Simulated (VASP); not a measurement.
Here is a VASP 6.6.1 calculation.

Contents of INCAR:

```
  PREC = Accurate
  ENCUT = 500
  EDIFF = 1E-6
  ISMEAR = 0
  SIGMA = 0.01
  LREAL = False
  LASPH = True
  NELM = 120
  ALGO = Normal
  ISIF = 2
  LWAVE = False
  LCHARG = False
  GGA = PE
  NBANDS = 11
  GGA_COMPAT = False
```

File KPOINTS:

```
Automatic mesh
0
Gamma
  2 2 2
```

POSCAR

```
AlAs
1.0
    0.0000000000      2.8304000000      2.8304000000
    2.8304000000      0.0000000000      2.8304000000
    2.8304000000      2.8304000000      0.0000000000
Al As
1 1
Direct
    0.0000000000      0.0000000000      0.0000000000
    0.2500000000      0.2500000000      0.2500000000
```

Potentials or basis: VASP PAW PBE potentials, release 64 (Al, As).

Launch:

```bash
$ cat potpaw_PBE.64/Al/POTCAR potpaw_PBE.64/As/POTCAR > POTCAR
$ mpirun -np 1 vasp_std > vasp.out
```

What does it give for the pressure?

8.0 GPa.

Estimate the band gap on the k mesh.

1.26 eV, indirect (least direct gap 2.03 eV).

Caveat: the k points lie up to 0.96 Å⁻¹ apart. A k mesh can miss the band edges.
